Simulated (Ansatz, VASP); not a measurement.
## One calculation of PbS, two programs

```
Pb S
1.0
     0.00000    2.90570    2.96500
     2.90570    0.00000    2.96500
     2.90570    2.90570    0.00000
Pb S
1 1
Cartesian
  0.0000 0.0000 0.0000
  2.9057 2.9057 2.9650
```

Change from the starting cell: equal xx and yy strain of -2 %.

Alike in both runs: task single point; functional LDA; k mesh 7 × 7 × 7; occupations fermi-dirac, width 0.01 eV; no spin polarisation.

|  | VASP | Ansatz |
| --- | --- | --- |
| version | VASP 6.6.1 | Ansatz 0.2.0 |
| potentials or method | VASP PAW LDA potentials, release 64 (Pb_d, S), cutoff 520 eV | all-electron LAPW, scalar-relativistic |

Ansatz gave:

* gap on the k mesh at the Fermi level (eV): 0.84
* pressure (GPa): -0.2
* traceless stress, the component that is largest in VASP (GPa): -1.86

Question: Estimate VASP's values.

Answer: gap on the k mesh at the Fermi level (eV): 0.84; pressure (GPa): -0.1; traceless stress, the component that is largest in VASP (GPa): -1.87.

LDA's correlation is that of Perdew and Zunger in VASP and of Perdew and Wang (1992) in Ansatz. Ansatz ran all-electron here, and VASP with PAW potentials.

Neither program's run includes spin-orbit coupling.
